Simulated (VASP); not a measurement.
Set up this calculation in VASP 6.6.1, as the native input.

```
Task                   : single point
Functional             : PBEsol
Potentials or basis    : VASP PAW PBE potentials, release 64 (Hf_pv, N)
Cutoff                 : 600 eV
k mesh                 : 22 × 22 × 22
Occupations            : gaussian, width 0.15 eV
Spin                   : no spin polarisation
Dipole correction      : no
Further INCAR settings : ALGO = Normal; EDIFF = 1e-06; NBANDS = 14
```

The structure of HfN lies in POSCAR:

```
HfN
1.0
    0.0000000000      2.2507757579      2.3070451518
    2.2507757579      0.0000000000      2.3070451518
    2.2507757579      2.2507757579      0.0000000000
Hf N
1 1
Direct
    0.0000000000      0.0000000000      0.0000000000
    0.5000000000      0.5000000000      0.5000000000
```

This cell differs from its parent crystal: strain +0.000 along x and y, +0.025 along z.

The input as run:

INCAR

```
SYSTEM = HfN
ALGO = Normal
EDIFF = 1E-6
ENCUT = 600
GGA = PS
GGA_COMPAT = .FALSE.
ISIF = 2
ISMEAR = 0
LASPH = .TRUE.
LCHARG = .TRUE.
LELF = .TRUE.
LREAL = .FALSE.
LVHAR = .TRUE.
LWAVE = .FALSE.
NBANDS = 14
NELM = 120
PREC = Accurate
SIGMA = 0.15
```

KPOINTS

```
k-points
0
G
  22 22 22
  0 0 0
```

Potentials or basis: VASP PAW PBE potentials, release 64 (Hf_pv, N).

Command:

```bash
$ cat potpaw_PBE.64/Hf_pv/POTCAR potpaw_PBE.64/N/POTCAR > POTCAR
$ mpirun -np 1 vasp_std > vasp.out
```

It gave:

| Item | Value |
| --- | --- |
| Pressure | -8.5 GPa |

Caveat: the cell differs from its parent crystal (strain +0.000 along x and y, +0.025 along z); the PAW data sets were made with another functional, which shifts forces and pressure a little.

Wall time 2.3 min on 1 thread of Intel(R) Xeon(R) 6975P-C (Granite Rapids), with other jobs on the host, peak memory 0.45 GiB.
